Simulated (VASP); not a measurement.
# CaO (Cmcm) in VASP: further runs

Runs on CaO. Level: PBE. Tasks: single point.

All numbers are computed with VASP 6.6.1; they aren't measurements. Logs are shortened: lines on timing, memory, paths and dates and some standing lists are left out, and cuts for length are marked.

### 1 The cell of the first run

Symmetry: Cmcm, No. 63, orthorhombic system. Conventional cell: a = 3.564 Å, b = 7.699 Å, c = 4.808 Å, α = 90.00°, β = 90.00°, γ = 90.00°. Ca (site symmetry m2m) has 5 O at 2.20 to 2.57 Å within 2.9 Å. O (site symmetry m2m) has 5 Ca at 2.20 to 2.57 Å within 2.9 Å.

### 2 Single point, PBE

INCAR reads:

```
SYSTEM = CaO
PREC = Accurate
ENCUT = 520
EDIFF = 1E-6
ISMEAR = 0
SIGMA = 0.05
LREAL = .False.
LASPH = .True.
NELM = 100
ALGO = Normal
ISIF = 2
LWAVE = .False.
LCHARG = .False.
GGA = PE
NBANDS = 24
```

KPOINTS reads:

```
Automatic mesh
0
Gamma
  9 9 6
  0 0 0
```

POSCAR reads:

```
CaO
1.0
    3.5641598659      0.0000000000      0.0000000000
   -1.7820799329      3.8496458602      0.0000000000
    0.0000000000      0.0000000000      4.8077584735
Ca O
2 2
Direct
    0.3333333333      0.6666666667      0.7500000000
    0.6666666667      0.3333333333      0.2500000000
    0.3333333333      0.6666666667      0.2500000000
    0.6666666667      0.3333333333      0.7500000000
```

Potentials or basis: VASP PAW PBE potentials, release 64 (Ca_sv, O).

Run with:

```sh
$ cat potpaw_PBE.64/Ca_sv/POTCAR potpaw_PBE.64/O/POTCAR > POTCAR
$ mpirun -np 1 vasp_std > vasp.out
```

OUTCAR:

```text
SYSTEM = CaO
   PREC = Accurate
   ENCUT = 520
   EDIFF = 1E-6
   ISMEAR = 0
   LREAL = .False.
   LASPH = .True.
   NELM = 100
   ISIF = 2
   GGA = PE

 ion  position               nearest neighbor table
   1  0.333  0.667  0.750-   4 2.20   4 2.20   3 2.40   3 2.40   4 2.57
   2  0.667  0.333  0.250-   3 2.20   3 2.20   4 2.40   4 2.40   3 2.57
   3  0.333  0.667  0.250-   2 2.20   2 2.20   1 2.40   1 2.40   2 2.57
   4  0.667  0.333  0.750-   1 2.20   1 2.20   2 2.40   2 2.40   1 2.57

  LATTYP: Found a base centered orthorhombic cell.
 ALAT       =     3.5641598659
 B/A-ratio  =     2.1601981982
 C/A-ratio  =     1.3489177406

  Lattice vectors:

 A1 = (   1.7820799329,  -3.8496458602,   0.0000000000)
 A2 = (   1.7820799330,   3.8496458602,   0.0000000000)
 A3 = (   0.0000000000,   0.0000000000,   4.8077584735)

Analysis of symmetry for initial positions (statically):
=====================================================================
 Subroutine PRICEL returns:
 Original cell was already a primitive cell.

 Routine SETGRP: Setting up the symmetry group for a
 base centered orthorhombic supercell.

 Subroutine GETGRP returns: Found  8 space group operations
 (whereof  4 operations were pure point group operations)
 out of a pool of  8 trial point group operations.

The static configuration has the point symmetry C_2h.
 The point group associated with its full space group is D_2h.

Analysis of symmetry for dynamics (positions and initial velocities):
=====================================================================
 Subroutine PRICEL returns:
 Original cell was already a primitive cell.

 Routine SETGRP: Setting up the symmetry group for a
 base centered orthorhombic supercell.

 Subroutine GETGRP returns: Found  8 space group operations
 (whereof  4 operations were pure point group operations)
 out of a pool of  8 trial point group operations.

The dynamic configuration has the point symmetry C_2h.
 The point group associated with its full space group is D_2h.

 Subroutine INISYM returns: Found  8 space group operations
 (whereof  4 operations are pure point group operations),
 and found     1 'primitive' translations

----------------------------------------------------------------------------------------

                                     Primitive cell

  volume of cell :      65.9661

  direct lattice vectors                    reciprocal lattice vectors
     3.564159866  0.000000000  0.000000000     0.280571029  0.129882077  0.000000000
    -1.782079933  3.849645860  0.000000000     0.000000000  0.259764154  0.000000000
     0.000000000  0.000000000  4.807758473     0.000000000  0.000000000  0.207997137

  length of vectors
     3.564159866  4.242120005  4.807758473     0.309175445  0.259764154  0.207997137

  position of ions in fractional coordinates (direct lattice)
     0.333333333  0.666666667  0.750000000
     0.666666667  0.333333333  0.250000000
     0.333333333  0.666666667  0.250000000
     0.666666667  0.333333333  0.750000000

  ion indices of the primitive-cell ions
   primitive index   ion index
                 1           1
                 2           2
                 3           3
                 4           4

----------------------------------------------------------------------------------------

 KPOINTS: Automatic mesh

Automatic generation of k-mesh.
 Grid dimensions read from file:
 generate k-points for:    9    9    6

 Generating k-lattice:

  Cartesian coordinates                     Fractional coordinates (reciprocal lattice)
     0.031174559  0.014431342  0.000000000     0.111111111  0.000000000  0.000000000
     0.000000000  0.028862684  0.000000000     0.000000000  0.111111111  0.000000000
     0.000000000  0.000000000  0.034666190     0.000000000  0.000000000  0.166666667

  Length of vectors
     0.034352827  0.028862684  0.034666190

  Shift w.r.t. Gamma in fractional coordinates (k-lattice)
     0.000000000  0.000000000  0.000000000

 Subroutine IBZKPT returns following result:
 ===========================================

 Found    100 irreducible k-points:

 Following reciprocal coordinates:
            Coordinates               Weight
  0.000000  0.000000  0.000000      1.000000
  0.111111 -0.000000  0.000000      4.000000
  0.222222 -0.000000  0.000000      4.000000
  0.333333 -0.000000  0.000000      4.000000
  0.444444 -0.000000  0.000000      4.000000
  0.000000  0.111111  0.000000      2.000000
[... 16 lines left out ...]
  0.333333  0.333333  0.000000      2.000000
  0.000000  0.444444  0.000000      2.000000
 [... further k-points ...]
   k-points           NKPTS =    100   k-points in BZ     NKDIM =    100   number of bands    NBANDS=     24
   number of dos      NEDOS =    301   number of ions     NIONS =      4
   total plane-waves  NPLWV =  32256
   dimension x,y,z NGX =    28 NGY =   32 NGZ =   36
   dimension x,y,z NGXF=    56 NGYF=   64 NGZF=   72
   ions per type =               2   2
   NGX,Y,Z   is equivalent  to a cutoff of  13.06, 12.54, 12.45 a.u.
   NGXF,Y,Z  is equivalent  to a cutoff of  26.12, 25.08, 24.90 a.u.
 SYSTEM =  CaO
   PREC   = accura    normal or accurate (medium, high low for compatibility)
   ISTART =      0    job   : 0-new  1-cont  2-samecut
   ICHARG =      2    charge: 1-file 2-atom 10-const
   ISPIN  =      1    spin polarized calculation?
   LNONCOLLINEAR =      F non collinear calculations
   LSORBIT =      F    spin-orbit coupling
   LASPH  =      T    aspherical Exc in radial PAW
   ENCUT  =  520.0 eV  38.22 Ry    6.18 a.u.   6.63  7.89  8.94*2*pi/ulx,y,z
   NELM   =    100;   NELMIN=  2; NELMDL= -5     # of ELM steps
   EDIFF  = 0.1E-05   stopping-criterion for ELM
   LREAL  =      F    real-space projection
   EDIFFG = 0.1E-04   stopping-criterion for IOM
   NSW    =      0    number of steps for IOM
   IBRION =     -1    ionic relax: 0-MD 1-quasi-New 2-CG
   NFREE  =      0    steps in history (QN), initial steepest desc. (CG)
   ISIF   =      2    stress and relaxation
   ISYM   =      2    0-nonsym 1-usesym 2-fastsym
   POTIM  = 0.5000    time-step for ionic-motion
   TEBEG  =    0.0;   TEEND  =   0.0 temperature during run
   PSTRESS=    0.0 pullay stress
   NELECT =      32.0000    total number of electrons
   NUPDOWN=      -1.0000    fix difference up-down
   EMIN   =  10.00;   EMAX   =-10.00  energy-range for DOS
   EFERMI =   0.00;   METHOD = LEGACY
   ISMEAR =     0;   SIGMA  =   0.05  broadening in eV -4-tet -1-fermi 0-gaus
   EFERMI_NEDOS =   21; number of points for ismear=-14 and -15
   IALGO  =     38    algorithm
   IMIX   =      4    mixing-type and parameters
     AMIX     =   0.40;   BMIX     =  1.00
     AMIX_MAG =   1.60;   BMIX_MAG =  1.00
  volume/ion in A,a.u.               =      16.49       111.29
  Fermi-wavevector in a.u.,A,eV,Ry     =   1.286327  2.430805 22.512695  1.654636
  Thomas-Fermi vector in A             =   2.418408
   LORBIT       =      0    0 simple, 1 ext, 2 COOP (PROOUT), +10 PAW based schemes
   GGA     = PE    functional components
   LHFCALC =     F    Hartree Fock is set to
   AEXX    =    0.0000 exact exchange contribution
   IVDW    =     0    specifies the selected vdW correction
   LEPSILON=     F    determine dielectric tensor
   LRPA    =     F    only Hartree local field effects (RPA)
 non-spin polarized calculation
 Gauss-broadening in eV      SIGMA  =   0.05
  energy-cutoff  :      520.00
  volume of cell :       65.97
 maximum number of plane-waves:      1802
   NGX = 13   NGY = 15   NGZ = 17

 number of electron      31.9999995 magnetization

 Free energy of the ion-electron system (eV)
  ---------------------------------------------------
  ext. energy  EPLUGINS =         0.00000000
  ---------------------------------------------------
  free energy    TOTEN  =       -24.96711248 eV

  energy without entropy =      -24.96711248  energy(sigma->0) =      -24.96711248

 E-fermi :   1.5439     XC(G=0):  -9.3965

 val. band max:        1.2797446663   @ k =   0.0000   0.0000   0.0000
 cond. band min:       4.5182423094   @ k =   0.0000   0.0000   0.0000
 fundamental gap:      3.2384976431
 Fermi energy:         1.5438677060

 k-point     1 :       0.0000    0.0000    0.0000
  band No.  band energies     occupation
      1     -36.3143      2.00000
      2     -36.1816      2.00000
      3     -17.6531      2.00000
      4     -17.5081      2.00000
      5     -17.3976      2.00000
      6     -17.3301      2.00000
[... 16 lines left out ...]
     23       9.6192      0.00000
     24      10.0853      0.00000

 k-point     2 :       0.1111   -0.0000    0.0000
  band No.  band energies     occupation
      1     -36.3073      2.00000
      2     -36.1824      2.00000
      3     -17.6331      2.00000
      4     -17.5454      2.00000
      5     -17.4717      2.00000
      6     -17.3280      2.00000
[... 16 lines left out ...]
     23       9.5389      0.00000
     24       9.9222      0.00000

 k-point     3 :       0.2222   -0.0000    0.0000
  band No.  band energies     occupation
      1     -36.2884      2.00000
      2     -36.1858      2.00000
      3     -17.6805      2.00000
      4     -17.6187      2.00000
      5     -17.5766      2.00000
      6     -17.3705      2.00000
[... 16 lines left out ...]
     23       9.6609      0.00000
     24       9.7210      0.00000

 k-point     4 :       0.3333   -0.0000    0.0000
  band No.  band energies     occupation
      1     -36.2627      2.00000
      2     -36.1937      2.00000
      3     -17.8510      2.00000
      4     -17.7767      2.00000
      5     -17.4942      2.00000
      6     -17.4045      2.00000
[... 16 lines left out ...]
     23       9.6262      0.00000
     24       9.9323      0.00000

 k-point     5 :       0.4444   -0.0000    0.0000
  band No.  band energies     occupation
      1     -36.2380      2.00000
      2     -36.2067      2.00000
      3     -17.9587      2.00000
      4     -17.8772      2.00000
      5     -17.4178      2.00000
      6     -17.4064      2.00000
[... 451 lines left out ...]
 k-point    22 :       0.2222    0.3333    0.0000
  band No.  band energies     occupation
      1     -36.2657      2.00000
      2     -36.2006      2.00000
      3     -17.7889      2.00000
      4     -17.7443      2.00000
      5     -17.5381      2.00000
      6     -17.4870      2.00000
[... 16 lines left out ...]
     23       9.1551      0.00000
     24      10.1473      0.00000

 k-point    23 :       0.3333    0.3333    0.0000
  band No.  band energies     occupation
      1     -36.2429      2.00000
      2     -36.2089      2.00000
      3     -17.8814      2.00000
      4     -17.8460      2.00000
      5     -17.5149      2.00000
      6     -17.4120      2.00000
[... 16 lines left out ...]
     23       9.3165      0.00000
     24      10.0972      0.00000

 k-point    24 :       0.0000    0.4444    0.0000
  band No.  band energies     occupation
      1     -36.2874      2.00000
      2     -36.1969      2.00000
      3     -17.7414      2.00000
      4     -17.6914      2.00000
      5     -17.5511      2.00000
      6     -17.4325      2.00000
[... 16 lines left out ...]
     23       9.4542      0.00000
     24       9.4611      0.00000

 [... further k-points ...]
[... 5 lines left out ...]
  --------------------------------------------------------------------------------------
  -------------------------------------------------------------------------------------
  Total        4.9547428     -1.5307677      0.2271108     -0.0000000     -0.0000000      0.0000000
  in kB      120.3403025    -37.1791340      5.5160458     -0.0000000     -0.0000000      0.0000000
  external PRESSURE =      29.5590714 kB  Pullay stress =       0.0000000 kB

 VOLUME and BASIS-vectors are now :
 -----------------------------------------------------------------------------
  energy-cutoff  :      520.00
  volume of cell :       65.97
      direct lattice vectors                 reciprocal lattice vectors
     3.564159866  0.000000000  0.000000000     0.280571029  0.129882077  0.000000000
    -1.782079933  3.849645860  0.000000000     0.000000000  0.259764154  0.000000000
     0.000000000  0.000000000  4.807758473     0.000000000  0.000000000  0.207997137

 POSITION                                       TOTAL-FORCE (eV/Angst)
 -----------------------------------------------------------------------------------
     -0.00000      2.56643      3.60582         0.000000      1.052744     -0.000000
      1.78208      1.28322      1.20194        -0.000000     -1.052744     -0.000000
     -0.00000      2.56643      1.20194         0.000000      0.769249     -0.000000
      1.78208      1.28322      3.60582        -0.000000     -0.769249      0.000000
 -----------------------------------------------------------------------------------
    total drift:                                0.000000     -0.000000      0.000000

  FREE ENERGIE OF THE ION-ELECTRON SYSTEM (eV)
  ---------------------------------------------------
  free  energy   TOTEN  =       -24.9671124763 eV

  energy  without entropy=      -24.9671124763  energy(sigma->0) =      -24.96711248
```

Wall time 56 s (1 thread of Intel Xeon 6975P-C (Granite Rapids), shared host); peak memory 0.27 GiB.

What came out:

```
Free energy            : -24.9671 eV
Pressure               : 3.0 GPa
Largest force          : 1.053 eV/Å
Band gap on the k mesh : 3.24 eV, direct
```

Forces in eV/Å, atoms in the order of the input:
```
Ca   0.000  1.053  0.000
Ca   0.000 -1.053  0.000
O    0.000  0.769  0.000
O    0.000 -0.769  0.000
```

Caveat: the cell differs from its parent crystal (strain +e along x and -e along y -0.1100, strain +e along z and -e/2 along x and y +0.0000); forces of over 1 eV/Å act on the atoms, so gaps and moduli don't describe the material at rest.

[end of part 1 of 2]
